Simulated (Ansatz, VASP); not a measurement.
Given: the input of a run of Ansatz 0.2.0 on CdSe.

Contents of input.yaml:

```yaml
crystal:
  lattice:
    - [0.0, 3.0702711986, 3.0702711986]
    - [3.0702711986, 0.0, 3.0702711986]
    - [3.0702711986, 3.0702711986, 0.0]
  atoms:
    - { symbol: Cd, position: [0.0, 0.0, 0.0] }
    - { symbol: Se, position: [0.25, 0.25, 0.25] }
hamiltonian:
  xc: blyp
  pseudopotentials: { kind: paw }
  dispersion: d3bj
kpoints:
  mp_grid: { grid: [8, 8, 8] }
scf:
  occupations: { method: fermi_dirac, width: 0.05 }
output:
  forces: true
  stress: true
relax:
  f_tol: 0.01
  max_steps: 40
  cell: { stress_tol: 0.05 }
```

Potentials or basis: Ansatz PAW.

Command:

```sh
$ ansatz run input.yaml --threads 2 --pin off --max-ram 5632MiB --backend cpu --events-out ev --progress --plain --runs-dir out
```

**Question.** Translate it to VASP 6.6.1. Potentials there: VASP PAW PBE potentials, release 64 (Cd, Se).

**Answer.** As run (the cutoff follows the program's own potentials):

Contents of INCAR:

```
PREC = Accurate
ENCUT = 600
EDIFF = 1E-7
ISMEAR = -1
SIGMA = 0.05
LREAL = F
LASPH = T
NELM = 80
ALGO = Normal
ISIF = 3
LWAVE = F
LCHARG = F
GGA = B5
ALDAX = 1.0
AGGAX = 1.0
AGGAC = 1.0
ALDAC = 0.0
IVDW = 12
VDW_S6 = 1.0
VDW_S8 = 2.6996
VDW_A1 = 0.4298
VDW_A2 = 4.2359
IBRION = 2
NSW = 60
EDIFFG = -0.01
```

File KPOINTS:

```
regular mesh
0
Gamma
  8 8 8
```

The input POSCAR:

```
CdSe
1.0
    0.0000000000      3.0702711986      3.0702711986
    3.0702711986      0.0000000000      3.0702711986
    3.0702711986      3.0702711986      0.0000000000
Cd Se
1 1
Direct
    0.0000000000      0.0000000000      0.0000000000
    0.2500000000      0.2500000000      0.2500000000
```

Potentials or basis: VASP PAW PBE potentials, release 64 (Cd, Se).

Command:

```sh
$ cat potpaw_PBE.64/Cd/POTCAR potpaw_PBE.64/Se/POTCAR > POTCAR
$ mpirun -np 1 vasp_std > vasp.out
```

Both were run:

|  | VASP | Ansatz | Ansatz less VASP |
| --- | --- | --- | --- |
| relaxed volume (Å³/atom) | 28.80 | 28.58 | -0.219 |
| relaxed cell length with the largest relative difference (Å) | 4.335 | 4.324 | -0.0110 |

VASP's potentials were made for PBE, not for BLYP. VASP's potentials hold 18 valence electrons a cell and Ansatz's 36, so a difference there can come from the potentials and not from the codes.

Noted on Ansatz's run: the plane-wave basis is chosen anew once the cell has moved, so the energies of steps on either side of that aren't comparable.
